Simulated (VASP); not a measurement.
# ZrB (Fm-3m) in VASP: a series of runs

Aim: see how the results for ZrB move with the level of theory and the settings. Levels: LDA, PBE. Tasks: single point.

Everything below comes from runs of VASP 6.6.1. Logs are shortened: lines on timing, memory, paths and dates and some standing lists are left out, and cuts for length are marked.

### 1 The cell of the first run

Symmetry: Fm-3m, No. 225, cubic system. The conventional cell has a = 4.650 Å, b = 4.650 Å, c = 4.650 Å, α = 90.00°, β = 90.00°, γ = 90.00°. Within 3.1 Å of Zr (site symmetry m-3m) lie 6 B at 2.33 Å. B (site symmetry m-3m) has 6 Zr at 2.33 Å within 3.1 Å.

### 2 Single point, LDA

Contents of INCAR:

```
  PREC = Accurate
  ENCUT = 520
  EDIFF = 1E-6
  ISMEAR = -1
  SIGMA = 0.05
  LREAL = F
  LASPH = T
  NELM = 60
  ALGO = Normal
  ISIF = 2
  LWAVE = F
  LCHARG = F
  NBANDS = 14
```

Contents of KPOINTS:

```
regular mesh
0
Gamma
  10 10 10
```

Contents of POSCAR:

```
ZrB
1.0
    0.0000000000      2.3250000000      2.3250000000
    2.3250000000      0.0000000000      2.3250000000
    2.3250000000      2.3250000000      0.0000000000
Zr B
1 1
Direct
    0.0000000000      0.0000000000      0.0000000000
    0.5000000000      0.5000000000      0.5000000000
```

Potentials or basis: VASP PAW LDA potentials, release 64 (Zr_sv, B).

On the command line:

```console
> cat potpaw_LDA.64/Zr_sv/POTCAR potpaw_LDA.64/B/POTCAR > POTCAR
> mpirun -np 1 vasp_std > vasp.out
```

OUTCAR:

```text
PREC = Accurate
   ENCUT = 520
   EDIFF = 1E-6
   ISMEAR = -1
   LREAL = F
   LASPH = T
   NELM = 60
   ISIF = 2

 ion  position               nearest neighbor table
   1  0.000  0.000  0.000-   2 2.33   2 2.33   2 2.33   2 2.33   2 2.33   2 2.33
   2  0.500  0.500  0.500-   1 2.33   1 2.33   1 2.33   1 2.33   1 2.33   1 2.33

  LATTYP: Found a face centered cubic cell.
 ALAT       =     4.6500000000

  Lattice vectors:

 A1 = (   0.0000000000,   2.3250000000,   2.3250000000)
 A2 = (   2.3250000000,   0.0000000000,   2.3250000000)
 A3 = (   2.3250000000,   2.3250000000,   0.0000000000)

Analysis of symmetry for initial positions (statically):
=====================================================================
 Subroutine PRICEL returns:
 Original cell was already a primitive cell.

 Routine SETGRP: Setting up the symmetry group for a
 face centered cubic supercell.

 Subroutine GETGRP returns: Found 48 space group operations
 (whereof 48 operations were pure point group operations)
 out of a pool of 48 trial point group operations.

The static configuration has the point symmetry O_h .

Analysis of symmetry for dynamics (positions and initial velocities):
=====================================================================
 Subroutine PRICEL returns:
 Original cell was already a primitive cell.

 Routine SETGRP: Setting up the symmetry group for a
 face centered cubic supercell.

 Subroutine GETGRP returns: Found 48 space group operations
 (whereof 48 operations were pure point group operations)
 out of a pool of 48 trial point group operations.

The dynamic configuration has the point symmetry O_h .

 Subroutine INISYM returns: Found 48 space group operations
 (whereof 48 operations are pure point group operations),
 and found     1 'primitive' translations

----------------------------------------------------------------------------------------

                                     Primitive cell

  volume of cell :      25.1362

  direct lattice vectors                    reciprocal lattice vectors
     0.000000000  2.325000000  2.325000000    -0.215053763  0.215053763  0.215053763
     2.325000000  0.000000000  2.325000000     0.215053763 -0.215053763  0.215053763
     2.325000000  2.325000000  0.000000000     0.215053763  0.215053763 -0.215053763

  length of vectors
     3.288046533  3.288046533  3.288046533     0.372484045  0.372484045  0.372484045

  position of ions in fractional coordinates (direct lattice)
     0.000000000  0.000000000  0.000000000
     0.500000000  0.500000000  0.500000000

  ion indices of the primitive-cell ions
   primitive index   ion index
                 1           1
                 2           2

----------------------------------------------------------------------------------------

 KPOINTS: regular mesh

Automatic generation of k-mesh.
 Grid dimensions read from file:
 generate k-points for:   10   10   10

 Generating k-lattice:

  Cartesian coordinates                     Fractional coordinates (reciprocal lattice)
    -0.021505376  0.021505376  0.021505376     0.100000000  0.000000000  0.000000000
     0.021505376 -0.021505376  0.021505376     0.000000000  0.100000000  0.000000000
     0.021505376  0.021505376 -0.021505376     0.000000000  0.000000000  0.100000000

  Length of vectors
     0.037248404  0.037248404  0.037248404

  Shift w.r.t. Gamma in fractional coordinates (k-lattice)
     0.000000000  0.000000000  0.000000000

 Subroutine IBZKPT returns following result:
 ===========================================

 Found     47 irreducible k-points:

 Following reciprocal coordinates:
            Coordinates               Weight
  0.000000  0.000000  0.000000      1.000000
  0.100000  0.000000  0.000000      8.000000
  0.200000  0.000000  0.000000      8.000000
  0.300000  0.000000  0.000000      8.000000
  0.400000  0.000000  0.000000      8.000000
  0.500000  0.000000  0.000000      4.000000
[... 16 lines left out ...]
  0.300000  0.300000  0.000000      6.000000
  0.400000  0.300000  0.000000     24.000000
 [... further k-points ...]
   k-points           NKPTS =     47   k-points in BZ     NKDIM =     47   number of bands    NBANDS=     14
   number of dos      NEDOS =    301   number of ions     NIONS =      2
   total plane-waves  NPLWV =  13824
   dimension x,y,z NGX =    24 NGY =   24 NGZ =   24
   dimension x,y,z NGXF=    48 NGYF=   48 NGZF=   48
   ions per type =               1   1
   NGX,Y,Z   is equivalent  to a cutoff of  12.13, 12.13, 12.13 a.u.
   NGXF,Y,Z  is equivalent  to a cutoff of  24.27, 24.27, 24.27 a.u.
 SYSTEM =  unknown system
   PREC   = accura    normal or accurate (medium, high low for compatibility)
   ISTART =      0    job   : 0-new  1-cont  2-samecut
   ICHARG =      2    charge: 1-file 2-atom 10-const
   ISPIN  =      1    spin polarized calculation?
   LNONCOLLINEAR =      F non collinear calculations
   LSORBIT =      F    spin-orbit coupling
   LASPH  =      T    aspherical Exc in radial PAW
   ENCUT  =  520.0 eV  38.22 Ry    6.18 a.u.   6.11  6.11  6.11*2*pi/ulx,y,z
   NELM   =     60;   NELMIN=  2; NELMDL= -5     # of ELM steps
   EDIFF  = 0.1E-05   stopping-criterion for ELM
   LREAL  =      F    real-space projection
   EDIFFG = 0.1E-04   stopping-criterion for IOM
   NSW    =      0    number of steps for IOM
   IBRION =     -1    ionic relax: 0-MD 1-quasi-New 2-CG
   NFREE  =      0    steps in history (QN), initial steepest desc. (CG)
   ISIF   =      2    stress and relaxation
   ISYM   =      2    0-nonsym 1-usesym 2-fastsym
   POTIM  = 0.5000    time-step for ionic-motion
   TEBEG  =    0.0;   TEEND  =   0.0 temperature during run
   PSTRESS=    0.0 pullay stress
   NELECT =      15.0000    total number of electrons
   NUPDOWN=      -1.0000    fix difference up-down
   EMIN   =  10.00;   EMAX   =-10.00  energy-range for DOS
   EFERMI =   0.00;   METHOD = LEGACY
   ISMEAR =    -1;   SIGMA  =   0.05  broadening in eV -4-tet -1-fermi 0-gaus
   EFERMI_NEDOS =   21; number of points for ismear=-14 and -15
   IALGO  =     38    algorithm
   IMIX   =      4    mixing-type and parameters
     AMIX     =   0.40;   BMIX     =  1.00
     AMIX_MAG =   1.60;   BMIX_MAG =  1.00
  volume/ion in A,a.u.               =      12.57        84.81
  Fermi-wavevector in a.u.,A,eV,Ry     =   1.378285  2.604581 25.846565  1.899669
  Thomas-Fermi vector in A             =   2.503360
   LORBIT       =      0    0 simple, 1 ext, 2 COOP (PROOUT), +10 PAW based schemes
   GGA     = CA    functional components
   LHFCALC =     F    Hartree Fock is set to
   AEXX    =    0.0000 exact exchange contribution
   IVDW    =     0    specifies the selected vdW correction
   LEPSILON=     F    determine dielectric tensor
   LRPA    =     F    only Hartree local field effects (RPA)
 non-spin polarized calculation
  energy-cutoff  :      520.00
  volume of cell :       25.14
 maximum number of plane-waves:       700
   NGX = 13   NGY = 13   NGZ = 13

 number of electron      15.0000000 magnetization

 Free energy of the ion-electron system (eV)
  ---------------------------------------------------
  ext. energy  EPLUGINS =         0.00000000
  ---------------------------------------------------
  free energy    TOTEN  =       -17.29678247 eV

  energy without entropy =      -17.28842380  energy(sigma->0) =      -17.29260314

 E-fermi :   8.9033     XC(G=0): -12.3901

 val. band max:        8.8461354115   @ k =  -0.2000   0.1000   0.0000
 cond. band min:       8.9316076710   @ k =   0.5000   0.3000   0.1000
 fundamental gap:      0.0854722594
 Fermi energy:         8.9033094228

 k-point     1 :       0.0000    0.0000    0.0000
  band No.  band energies     occupation
      1     -37.5910      2.00000
      2     -15.4771      2.00000
      3     -15.4771      2.00000
      4     -15.4771      2.00000
      5       0.7023      2.00000
      6      10.7916      0.00000
      7      10.7916      0.00000
      8      10.7916      0.00000
      9      12.6049      0.00000
     10      12.6049      0.00000
     11      12.7140      0.00000
     12      12.7140      0.00000
     13      12.7140      0.00000
     14      20.1019      0.00000

 k-point     2 :       0.1000    0.0000    0.0000
  band No.  band energies     occupation
      1     -37.5793      2.00000
      2     -15.5769      2.00000
      3     -15.4864      2.00000
      4     -15.4864      2.00000
      5       0.9754      2.00000
      6      10.0397      0.00000
      7      10.5076      0.00000
      8      10.5076      0.00000
      9      11.4833      0.00000
     10      11.4833      0.00000
     11      13.0863      0.00000
     12      14.6559      0.00000
     13      14.6559      0.00000
     14      20.7603      0.00000

 k-point     3 :       0.2000    0.0000    0.0000
  band No.  band energies     occupation
      1     -37.5487      2.00000
      2     -15.8298      2.00000
      3     -15.5105      2.00000
      4     -15.5105      2.00000
      5       1.7253      2.00000
      6       8.7185      1.95152
      7       9.3060      0.00064
      8       9.3060      0.00064
      9      11.9854      0.00000
     10      11.9854      0.00000
     11      13.5676      0.00000
     12      16.9023      0.00000
     13      16.9023      0.00000
     14      22.1216      0.00000
[... 324 lines left out ...]
 k-point    23 :       0.3000    0.3000    0.0000
  band No.  band energies     occupation
      1     -37.4835      2.00000
      2     -16.0688      2.00000
      3     -15.6994      2.00000
      4     -15.6994      2.00000
      5       2.7091      2.00000
      6       7.1306      2.00000
      7       8.5630      1.99779
      8      10.6237      0.00000
      9      10.6237      0.00000
     10      13.6817      0.00000
     11      16.0005      0.00000
     12      16.0005      0.00000
     13      19.9917      0.00000
     14      24.5908      0.00000

 k-point    24 :       0.4000    0.3000    0.0000
  band No.  band energies     occupation
      1     -37.4587      2.00000
      2     -16.1929      2.00000
      3     -15.7652      2.00000
      4     -15.7343      2.00000
      5       2.9206      2.00000
      6       7.2864      2.00000
      7       8.1459      2.00000
      8      10.2809      0.00000
      9      11.0962      0.00000
     10      14.5319      0.00000
     11      16.0973      0.00000
     12      16.3528      0.00000
     13      20.6431      0.00000
     14      23.1073      0.00000

 [... further k-points ...]
[... 5 lines left out ...]
  --------------------------------------------------------------------------------------
  -------------------------------------------------------------------------------------
  Total        4.0078250      4.0078250      4.0078250     -0.0000000      0.0000000      0.0000000
  in kB      255.4585610    255.4585610    255.4585610     -0.0000000      0.0000000      0.0000000
  external PRESSURE =     255.4585610 kB  Pullay stress =       0.0000000 kB

 VOLUME and BASIS-vectors are now :
 -----------------------------------------------------------------------------
  energy-cutoff  :      520.00
  volume of cell :       25.14
      direct lattice vectors                 reciprocal lattice vectors
     0.000000000  2.325000000  2.325000000    -0.215053763  0.215053763  0.215053763
     2.325000000  0.000000000  2.325000000     0.215053763 -0.215053763  0.215053763
     2.325000000  2.325000000  0.000000000     0.215053763  0.215053763 -0.215053763

 POSITION                                       TOTAL-FORCE (eV/Angst)
 -----------------------------------------------------------------------------------
      0.00000      0.00000      0.00000        -0.000000      0.000000     -0.000000
      2.32500      2.32500      2.32500         0.000000     -0.000000      0.000000
 -----------------------------------------------------------------------------------
    total drift:                                0.000000     -0.000000     -0.000000

  FREE ENERGIE OF THE ION-ELECTRON SYSTEM (eV)
  ---------------------------------------------------
  free  energy   TOTEN  =       -17.2967824697 eV

  energy  without entropy=      -17.2884238027  energy(sigma->0) =      -17.29260314
```

It took 12 s on 1 thread of Intel Xeon 8259CL, shared host; peak memory 0.14 GiB.

Results:

- Free energy: -17.2968 eV
- Pressure: 25.5 GPa

### 3 Single point, PBE

Contents of INCAR:

```
PREC = Accurate ; ENCUT = 520
EDIFF = 1E-6 ; ISMEAR = -1
SIGMA = 0.05 ; LREAL = F
LASPH = T ; NELM = 80
ALGO = Normal ; ISIF = 2
LWAVE = F ; LCHARG = F
GGA = PE ; NBANDS = 14
```

Contents of KPOINTS:

```
Automatic mesh
0
Gamma
  10 10 10
```

POSCAR is that of step 2.

Potentials or basis: VASP PAW PBE potentials, release 64 (Zr_sv, B).

On the command line:

```console
> cat potpaw_PBE.64/Zr_sv/POTCAR potpaw_PBE.64/B/POTCAR > POTCAR
> mpirun -np 1 vasp_std > vasp.out
```

It took 16 s on 1 thread of Intel Xeon 8259CL, shared host; peak memory 0.14 GiB.

Results (log left out):

```yaml
Free_energy: -15.5868 eV
Pressure: 34.8 GPa
```

Levels at points of the mesh, in eV from the Fermi level:
| k point | band 5 | band 6 | band 7 | band 8 | band 9 | band 10 | band 11 | band 12 |
| --- | --- | --- | --- | --- | --- | --- | --- | --- |
| (0.00, 0.00, 0.00) | -8.33 | 1.93 | 1.93 | 1.93 | 3.71 | 3.71 | 3.82 | 3.82 |
| (0.50, 0.00, 0.00) | -4.19 | -3.61 | -1.41 | -1.41 | 5.78 | 5.78 | 7.38 | 8.26 |
| (0.50, 0.50, 0.00) | -6.50 | -1.11 | -0.29 | 2.55 | 2.55 | 5.49 | 6.95 | 6.95 |

### 4 Single point, PBE

This run uses another cell than the first one, of 12.82 Å³/atom, 1.020 times its volume.

Contents of INCAR:

```
ALGO = Normal
EDIFF = 1E-7
ENCUT = 520
GGA = PE
ISIF = 2
ISMEAR = -1
LASPH = T
LCHARG = F
LREAL = F
LWAVE = F
NBANDS = 14
NELM = 60
PREC = Accurate
SIGMA = 0.05
```

Contents of KPOINTS:

```
k-points
0
Gamma
  10 10 10
```

Contents of POSCAR:

```
ZrB
1.0
    0.0000000000      2.3403977997      2.3403977997
    2.3403977997      0.0000000000      2.3403977997
    2.3403977997      2.3403977997      0.0000000000
Zr B
1 1
Direct
    0.0000000000      0.0000000000      0.0000000000
    0.5000000000      0.5000000000      0.5000000000
```

Potentials or basis: VASP PAW PBE potentials, release 64 (Zr_sv, B).

On the command line:

```console
> cat potpaw_PBE.64/Zr_sv/POTCAR potpaw_PBE.64/B/POTCAR > POTCAR
> mpirun -np 1 vasp_std > vasp.out
```

OUTCAR:

```text
EDIFF = 1E-7
   ENCUT = 520
   GGA = PE
   ISIF = 2
   ISMEAR = -1
   LASPH = T
   LREAL = F
   NELM = 60
   PREC = Accurate

 ion  position               nearest neighbor table
   1  0.000  0.000  0.000-   2 2.34   2 2.34   2 2.34   2 2.34   2 2.34   2 2.34
   2  0.500  0.500  0.500-   1 2.34   1 2.34   1 2.34   1 2.34   1 2.34   1 2.34

  LATTYP: Found a face centered cubic cell.
 ALAT       =     4.6807955994

  Lattice vectors:

[... 584 lines left out ...]
      7       8.0913      2.00000
      8      10.1459      0.00000
      9      10.9483      0.00000
     10      14.3251      0.00000
     11      15.8901      0.00000
     12      16.1358      0.00000
     13      20.2094      0.00000
     14      22.7450      0.00000

 [... further k-points ...]
[... 5 lines left out ...]
  --------------------------------------------------------------------------------------
  -------------------------------------------------------------------------------------
  Total        4.6941307      4.6941307      4.6941307     -0.0000000     -0.0000000     -0.0000000
  in kB      293.3369161    293.3369161    293.3369161     -0.0000000     -0.0000000     -0.0000000
  external PRESSURE =     293.3369161 kB  Pullay stress =       0.0000000 kB

 VOLUME and BASIS-vectors are now :
 -----------------------------------------------------------------------------
  energy-cutoff  :      520.00
  volume of cell :       25.64
      direct lattice vectors                 reciprocal lattice vectors
     0.000000000  2.340397800  2.340397800    -0.213638895  0.213638895  0.213638895
     2.340397800  0.000000000  2.340397800     0.213638895 -0.213638895  0.213638895
     2.340397800  2.340397800  0.000000000     0.213638895  0.213638895 -0.213638895

 POSITION                                       TOTAL-FORCE (eV/Angst)
 -----------------------------------------------------------------------------------
      0.00000      0.00000      0.00000        -0.000000      0.000000      0.000000
      2.34040      2.34040      2.34040         0.000000     -0.000000      0.000000
 -----------------------------------------------------------------------------------
    total drift:                               -0.000000      0.000000      0.000000

  FREE ENERGIE OF THE ION-ELECTRON SYSTEM (eV)
  ---------------------------------------------------
  free  energy   TOTEN  =       -15.6876189831 eV

  energy  without entropy=      -15.6784802022  energy(sigma->0) =      -15.68304959
```

OSZICAR:

```text
N       E                     dE             d eps       ncg     rms          rms(c)
DAV:   1     0.938739249847E+02    0.93874E+02   -0.79078E+03  1324   0.103E+03
DAV:   2    -0.137350132418E+02   -0.10761E+03   -0.10223E+03  1616   0.284E+02
DAV:   3    -0.173676094492E+02   -0.36326E+01   -0.35954E+01  1958   0.438E+01
DAV:   4    -0.174507910091E+02   -0.83182E-01   -0.83131E-01  1614   0.623E+00
DAV:   5    -0.174530566599E+02   -0.22657E-02   -0.22656E-02  1940   0.716E-01    0.225E+01
DAV:   6    -0.156938411957E+02    0.17592E+01   -0.25086E+00  1534   0.143E+01    0.841E+00
DAV:   7    -0.156833084196E+02    0.10533E-01   -0.27217E-01  1888   0.378E+00    0.358E+00
DAV:   8    -0.156880779596E+02   -0.47695E-02   -0.28750E-02  1630   0.154E+00    0.413E-01
DAV:   9    -0.156875187479E+02    0.55921E-03   -0.22416E-03  1490   0.299E-01    0.148E-01
DAV:  10    -0.156876230291E+02   -0.10428E-03   -0.31867E-04  1568   0.204E-01    0.232E-02
DAV:  11    -0.156876204400E+02    0.25891E-05   -0.99164E-06  1658   0.287E-02    0.391E-03
DAV:  12    -0.156876189765E+02    0.14635E-05   -0.70141E-07  1634   0.923E-03    0.193E-03
DAV:  13    -0.156876189831E+02   -0.66698E-08   -0.38360E-08   874   0.203E-03
   1 F= -.15687619E+02 E0= -.15683050E+02  d E =-.913878E-02
```

stdout:

```text
POSCAR found type information on POSCAR ZrB
 POSCAR found :  2 types and       2 ions
 scaLAPACK will be used
 LDA part: xc-table for (Slater+PW92), standard interpolation
 POSCAR, INCAR and KPOINTS ok, starting setup
 FFT: planning ... GRIDC
 FFT: planning ... GRID_SOFT
 FFT: planning ... GRID
 WAVECAR not read
 entering main loop
```

Wall time 38 s (1 thread of Intel Xeon 8259CL, shared host); peak memory 0.16 GiB.

Results:

```yaml
Free_energy: -15.6876 eV
Pressure: 29.3 GPa
```

[end of part 1 of 2]
